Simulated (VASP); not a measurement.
# CaO: single point with PBE

CaO:

```
CELL_PARAMETERS angstrom
0.00000 2.40356 2.40356
2.40356 0.00000 2.40356
2.40356 2.40356 0.00000
ATOMIC_POSITIONS crystal
Ca 0.00000 0.00000 0.00000
O 0.50000 0.50000 0.50000
```

```yaml
Program: VASP 6.6.1
Task: single point
Functional: PBE
Potentials_or_basis: VASP PAW PBE potentials, release 64 (Ca_sv, O)
Cutoff: 520 eV
k_mesh: 10 × 10 × 10
Occupations: gaussian, width 0.012 eV
Spin: no spin polarisation
```

```
Pressure               : 2.2 GPa
Band gap on the k mesh : 3.64 eV, indirect (least direct gap 4.01 eV)
```

Levels at points of the mesh, in eV from the valence-band top:
| k point | band 6 | band 7 | band 8 | band 9 | band 10 | band 11 |
| --- | --- | --- | --- | --- | --- | --- |
| (0.00, 0.00, 0.00) | 0.00 | 0.00 | 0.00 | 4.71 | 6.22 | 6.22 |
| (0.50, 0.00, 0.00) | -2.64 | -1.20 | -1.20 | 7.05 | 8.35 | 8.35 |
| (0.50, 0.50, 0.00) | -1.30 | -0.37 | -0.37 | 3.64 | 8.04 | 8.89 |

Wall time 19 s on 1 thread of Intel(R) Xeon(R) Platinum 8375C CPU @ 2.90GHz (Ice Lake), on a shared host, peak memory 0.16 GiB.

A k mesh can miss the band edges.
